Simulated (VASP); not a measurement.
Write the native input for VASP 6.6.1 that does the following.

```
Task                   : single point
Functional             : PBE
Potentials or basis    : VASP PAW PBE potentials, release 64 (Be)
Cutoff                 : 520 eV
k mesh                 : 12 × 12 × 6
Occupations            : gaussian, width 0.1 eV
Spin                   : no spin polarisation
Dipole correction      : no
Further INCAR settings : ALGO = Fast; EDIFF = 1e-07; NBANDS = 9
```

The structure of Be lies in POSCAR:

```
Be
1.0
    2.2647826536      0.0000000000      0.0000000000
   -1.1323913268      1.9613593121      0.0000000000
    0.0000000000      0.0000000000      3.5741024600
Be
2
Direct
    0.3333333300      0.6666666700      0.7500000000
    0.6666666700      0.3333333300      0.2500000000
```

These files were run (other wordings do the same):

INCAR

```
SYSTEM = Be
  PREC = Accurate
  ENCUT = 520
  EDIFF = 1E-7
  ISMEAR = 0
  SIGMA = 0.1
  LREAL = .False.
  LASPH = .True.
  NELM = 60
  ALGO = Fast
  ISIF = 2
  LWAVE = .False.
  LCHARG = .False.
  GGA = PE
  NBANDS = 9
```

KPOINTS

```
regular mesh
0
Gamma
  12 12 6
  0 0 0
```

Potentials or basis: VASP PAW PBE potentials, release 64 (Be).

Run with:

```sh
$ cat potpaw_PBE.64/Be/POTCAR > POTCAR
$ mpirun -np 1 vasp_std > vasp.out
```

Results of the run:

```yaml
Pressure: -0.4 GPa
Band_gap_on_the_k_mesh: zero (band 2 reaches 7.80 eV, above the bottom of band 3 at 5.91 eV)
```

Run time: 8.5 s on 1 thread of Intel(R) Xeon(R) Platinum 8259CL CPU @ 2.50GHz (Skylake/Cascade Lake) (shared host), peak memory 0.12 GiB.
